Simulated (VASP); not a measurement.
**Zn: single point with LDA**

System: Zn, a slab with vacuum.

```
Zn
1.0
     2.57459    0.00000    0.00000
    -1.28729    2.22966    0.00000
     0.00000    0.00000   18.35680
Zn
2
Cartesian
  1.9309 0.3716 7.9281
  -0.6436 1.8580 10.4287
```

```yaml
Program: VASP 6.6.1
Task: single point
Functional: LDA
Potentials_or_basis: VASP PAW LDA potentials, release 64 (Zn)
Cutoff: 400 eV
k_mesh: 16 × 16 × 1
Occupations: fermi-dirac, width 0.1 eV
Spin: no spin polarisation
Dipole_correction: yes
Further_INCAR_settings: ALGO = Normal; EDIFF = 1e-06; NBANDS = 19; NELMDL = -8
```

```
Largest force          : 0.008 eV/Å
Band gap on the k mesh : zero (bands 12 and 13 overlap by 3.83 eV)
```

Forces in eV/Å, atoms in the order of the input:
```
Zn   0.000  0.000 -0.008
Zn   0.000  0.000  0.008
```

Levels at points of the mesh, in eV from the Fermi level:
| k point | band 9 | band 10 | band 11 | band 12 | band 13 | band 14 | band 15 | band 16 |
| --- | --- | --- | --- | --- | --- | --- | --- | --- |
| (0.00, 0.00, 0.00) | -7.09 | -6.99 | -6.99 | -5.74 | -1.88 | 2.60 | 4.18 | 5.24 |
| (0.50, 0.00, 0.00) | -6.71 | -6.70 | -1.75 | -1.19 | 1.36 | 2.19 | 5.58 | 7.06 |

Run time: 76 s on 1 thread of Intel Xeon 8259CL, with other jobs on the host, peak memory 0.17 GiB.
